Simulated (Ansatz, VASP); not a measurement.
# One calculation of ZrAg3, two programs

The input INCAR:

```
SYSTEM = ZrAg3
PREC = Accurate
ENCUT = 520
EDIFF = 1E-7
ISMEAR = 0
SIGMA = 0.05
LREAL = .FALSE.
LASPH = .TRUE.
NELM = 100
ALGO = Fast
ISIF = 2
LWAVE = .FALSE.
LCHARG = .FALSE.
GGA = PE
NBANDS = 30
```

KPOINTS

```
regular mesh
0
G
  8 8 8
  0 0 0
```

The input POSCAR:

```
ZrAg3
1.0
    4.3700901556      0.0000000000      0.0000000000
    0.0000000000      4.3700901556      0.0000000000
    0.0000000000      0.0000000000      4.3700901556
Zr Ag
1 3
Direct
    0.0000000000      0.0000000000      0.0000000000
    0.0000000000      0.5000000000      0.5000000000
    0.5000000000      0.5000000000      0.0000000000
    0.5000000000      0.0000000000      0.5000000000
```

Input for Ansatz:

```yaml
crystal:
  lattice:
    - [4.3700901556, 0.0, 0.0]
    - [0.0, 4.3700901556, 0.0]
    - [0.0, 0.0, 4.3700901556]
  atoms:
    - { symbol: Zr, position: [0.0, 0.0, 0.0] }
    - { symbol: Ag, position: [0.0, 0.5, 0.5] }
    - { symbol: Ag, position: [0.5, 0.5, 0.0] }
    - { symbol: Ag, position: [0.5, 0.0, 0.5] }
basis:
  ecutwfc: 420
  ecutrho_ratio: 4
kpoints:
  mp_grid: { grid: [8, 8, 8] }
hamiltonian:
  xc: pbe
scf:
  occupations: { method: gaussian, width: 0.05 }
output:
  forces: true
  stress: true
  eigenvalues: true
```

Alike in both runs: task single point; functional PBE; k mesh 8 × 8 × 8; occupations gaussian, width 0.05 eV; no spin polarisation.

|  | VASP | Ansatz |
| --- | --- | --- |
| version | VASP 6.6.1 | Ansatz 0.2.0 |
| potentials or method | VASP PAW PBE potentials, release 64 (Zr_sv, Ag), cutoff 520 eV | scalar-relativistic, plane waves, PAW |
| valence electrons in the cell | 45 | 69 |

|  | VASP | Ansatz | Ansatz less VASP |
| --- | --- | --- | --- |
| gap on the k mesh at the Fermi level (eV) | none | none | - |
| pressure (GPa) | -5.3 | -5.3 | -0.01 |

A gap of «none» marks a metal or a gap that the smearing closes. VASP's potentials hold 45 valence electrons a cell and Ansatz's 69, so a difference there can come from the potentials and not from the codes.
